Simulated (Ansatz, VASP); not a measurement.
## Au in VASP and in Ansatz

Contents of INCAR:

```
SYSTEM = Au
PREC = Accurate ; ENCUT = 520
EDIFF = 1E-7 ; ISMEAR = 0
SIGMA = 0.15 ; LREAL = .FALSE.
LASPH = .TRUE. ; NELM = 100
ALGO = Fast ; ISIF = 2
LWAVE = .FALSE. ; LCHARG = .FALSE.
GGA = PS ; NBANDS = 12
```

Contents of KPOINTS:

```
Automatic mesh
0
G
  26 26 26
  0 0 0
```

Contents of POSCAR:

```
Au
1.0
    0.0000000000      1.9806763535      2.0725634009
    1.9806763535      0.0000000000      2.0725634009
    1.9806763535      1.9806763535      0.0000000000
Au
1
Direct
    0.0000000000      0.0000000000      0.0000000000
```

Input for Ansatz:

```yaml
crystal:
  lattice:
    - [0.0, 1.9806763535, 2.0725634009]
    - [1.9806763535, 0.0, 2.0725634009]
    - [1.9806763535, 1.9806763535, 0.0]
  atoms:
    - { symbol: Au, position: [0.0, 0.0, 0.0] }
basis:
  ecutwfc: 420
kpoints:
  mp_grid: { grid: [26, 26, 26] }
hamiltonian:
  xc: pbesol
scf:
  occupations: { method: gaussian, width: 0.15 }
output:
  forces: true
  stress: true
  eigenvalues: true
```

Change from the starting cell: strain -0.030 along x and y, +0.015 along z, atoms carried along.

Alike in both runs: task single point; functional PBEsol; k mesh 26 × 26 × 26; occupations gaussian, width 0.15 eV; no spin polarisation.

|  | VASP | Ansatz |
| --- | --- | --- |
| version | VASP 6.6.1 | Ansatz 0.2.0 |
| potentials or method | VASP PAW PBE potentials, release 64 (Au), cutoff 520 eV | scalar-relativistic, plane waves, PAW |
| valence electrons in the cell | 11 | 19 |

Ansatz gave:

| Quantity | Value |
| --- | --- |
| gap on the k mesh at the Fermi level (eV) | none |
| pressure (GPa) | 9.1 |
| traceless stress, the component that is largest in VASP (GPa) | -1.41 |

Q: Estimate VASP's values.

A: gap on the k mesh at the Fermi level (eV): none; pressure (GPa): 8.8; traceless stress, the component that is largest in VASP (GPa): -1.42.

VASP's potentials were made for PBE, not for PBEsol. A gap of «none» marks a metal or a gap that the smearing closes. VASP's potentials hold 11 valence electrons a cell and Ansatz's 19, so a difference there can come from the potentials and not from the codes.

Neither program's run includes spin-orbit coupling.
